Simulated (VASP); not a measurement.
A run of VASP 6.6.1:

INCAR

```
SYSTEM = TiC
ALGO = Normal
EDIFF = 1E-8
ENCUT = 600
GGA = PS
GGA_COMPAT = .False.
IBRION = 6
ISIF = 3
ISMEAR = -1
LASPH = .True.
LCHARG = .True.
LREAL = .False.
LWAVE = .False.
NBANDS = 15
NELM = 120
NFREE = 2
NSW = 1
POTIM = 0.015
PREC = Accurate
SIGMA = 0.05
```

File KPOINTS:

```
k-points
0
Gamma
  18 18 18
  0 0 0
```

File POSCAR:

```
TiC
1.0
    0.0000000000      2.1363209177      2.1363209177
    2.1363209177      0.0000000000      2.1363209177
    2.1363209177      2.1363209177      0.0000000000
Ti C
1 1
Direct
    0.0000000000      0.0000000000      0.0000000000
    0.5000000000      0.5000000000      0.5000000000
```

Potentials or basis: VASP PAW PBE potentials, release 64 (Ti_sv, C).

The run is started by

```sh
$ cat potpaw_PBE.64/Ti_sv/POTCAR potpaw_PBE.64/C/POTCAR > POTCAR
$ mpirun -np 1 vasp_std > vasp.out
```

Hardware: 1 thread of Intel(R) Xeon(R) 6975P-C (Granite Rapids) (shared host).

Question: How long does it take, and how much memory?

Answer: Wall time 17 min on 1 thread of Intel(R) Xeon(R) 6975P-C (Granite Rapids) (shared host), peak memory 0.97 GiB. Counts: scf iterations 192, k points 195.
